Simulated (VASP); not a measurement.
A run of VASP 6.6.1:

The input POSCAR:

```
NaH
1.0
    0.0000000000      2.3975122885      2.3975122885
    2.3975122885      0.0000000000      2.3975122885
    2.3975122885      2.3975122885      0.0000000000
Na H
1 1
Direct
    0.0000000000      0.0000000000      0.0000000000
    0.5000000000      0.5000000000      0.5000000000
```

The input INCAR.step1:

```
SYSTEM = NaH
  PREC = Accurate
  ENCUT = 520
  ISMEAR = 0
  SIGMA = 0.01
  LREAL = .False.
  LASPH = .True.
  NELM = 100
  NBANDS = 11
  GGA = PE
  ALGO = Normal
  EDIFF = 1E-4
  LWAVE = .True.
  LCHARG = .False.
```

Contents of INCAR.step2:

```
SYSTEM = NaH
  PREC = Accurate
  ENCUT = 520
  EDIFF = 1E-6
  ISMEAR = 0
  SIGMA = 0.01
  LREAL = .False.
  LASPH = .True.
  NELM = 100
  ALGO = Normal
  ISIF = 2
  LWAVE = .False.
  LCHARG = .False.
  METAGGA = R2SCAN
  LMIXTAU = .True.
  NBANDS = 11
  ISTART = 1
```

KPOINTS

```
regular mesh
0
Gamma
  4 4 4
  0 0 0
```

Potentials or basis: VASP PAW PBE potentials, release 64 (Na_pv, H).

The run is started by

```console
$ cat potpaw_PBE.64/Na_pv/POTCAR potpaw_PBE.64/H/POTCAR > POTCAR
$ cp INCAR.step1 INCAR
$ mpirun -np 1 vasp_std > vasp.out
$ cp INCAR.step2 INCAR
$ mpirun -np 1 vasp_std > vasp.out
```

Hardware: 1 thread of Intel Xeon 8259CL (shared host).

Question: How long does it take, and how much memory?

Answer: Run time: 44 s on 1 thread of Intel Xeon 8259CL, on a shared host, peak memory 0.15 GiB. Counts: k points 8.
